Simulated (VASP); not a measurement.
Here is a VASP 6.6.1 calculation.

INCAR

```
SYSTEM = Mg2C3
PREC     = Accurate       ! precision mode
ENCUT    = 600            ! plane-wave cutoff, eV
EDIFF    = 1E-7           ! SCF threshold, eV
ISMEAR   = 0              ! smearing method
SIGMA    = 0.05           ! smearing width, eV
LREAL    = .False.        ! projectors in reciprocal space
LASPH    = .True.         ! aspherical terms in the spheres
NELM     = 100            ! most SCF steps
ALGO     = Normal         ! electronic algorithm
ISIF     = 4              ! what is computed and relaxed
LWAVE    = .False.        ! write WAVECAR
LCHARG   = .False.        ! write CHGCAR
GGA      = PE             ! functional
IVDW     = 13             ! dispersion correction
IBRION   = 2              ! ionic algorithm
NSW      = 60             ! ionic steps
EDIFFG   = -0.01          ! ionic threshold
```

Contents of KPOINTS:

```
regular mesh
0
Gamma
  8 8 6
  0 0 0
```

The input POSCAR:

```
Mg2C3
1.0
    2.4243550947     -2.3614088289     -0.0074241732
    2.4243550947      2.3614088289     -0.0074241732
   -1.2464593054      0.0000000000      4.9089267998
Mg C
2 3
Direct
    0.8095552801      0.8095552801      0.1980128380
    0.1904447199      0.1904447199      0.8019871620
    0.3024841285      0.3024841285      0.2620731962
    0.6975158715      0.6975158715      0.7379268038
    0.5000000000      0.5000000000      0.5000000000
```

Potentials or basis: VASP PAW PBE potentials, release 64 (Mg, C).

Run with:

```console
$ cat potpaw_PBE.64/Mg/POTCAR potpaw_PBE.64/C/POTCAR > POTCAR
$ mpirun -np 1 vasp_std > vasp.out
```

**Question.** Predict the band gap on the k mesh.

**Answer.** 1.63 eV (least direct gap 2.27 eV).

**Question.** Predict the dispersion energy per atom.

**Answer.** -0.148 eV.

Final structure:
```
Mg C
1.0
     2.42468   -2.36502   -0.01156
     2.42468    2.36502   -0.01156
    -1.25502    0.00000    4.90296
Mg C
2 3
Direct
  0.80958 0.80958 0.19716
  0.19042 0.19042 0.80284
  0.30288 0.30288 0.26236
  0.69712 0.69712 0.73764
  0.50000 0.50000 0.50000
```

A k mesh can miss the band edges.
